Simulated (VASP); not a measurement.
Crystal: Cd.

```
CELL_PARAMETERS angstrom
2.97887 0.00000 0.00000
-1.48944 2.57978 0.00000
0.00000 0.00000 5.61765
ATOMIC_POSITIONS crystal
Cd 0.33333 0.66667 0.25000
Cd 0.66667 0.33333 0.75000
```

```yaml
Program: VASP 6.6.1
Task: relaxation of volume and atoms at fixed shape
Functional: LDA
Potentials_or_basis: VASP PAW LDA potentials, release 64 (Cd)
Cutoff: 600 eV
k_mesh: 9 × 9 × 4
Occupations: gaussian, width 0.1 eV
Spin: no spin polarisation
```

At the start: pressure -3.5 GPa; volume 21.59 Å³/atom.

Task: Where does the relaxation end?

Result: Over 3 steps the energy falls by 15.9 meV/atom and the volume is 20.24 Å³/atom (-6.2 %); space group P6_3/mmc (No. 194, to 0.05 Å).

Step by step:
| step | energy change (eV) | largest force (eV/Å) | pressure (GPa) | volume (Å³) |
| --- | --- | --- | --- | --- |
| 1 | 0.0000 | 0.0000 | -3.45 | 43.17 |
| 2 | -0.0317 | 0.0000 | 0.25 | 40.33 |
| 3 | -0.0318 | 0.0000 | 0.06 | 40.47 |

Final structure:
```
CELL_PARAMETERS angstrom
2.91553 0.00000 0.00000
-1.45777 2.52492 0.00000
0.00000 0.00000 5.49820
ATOMIC_POSITIONS crystal
Cd 0.33333 0.66667 0.25000
Cd 0.66667 0.33333 0.75000
```
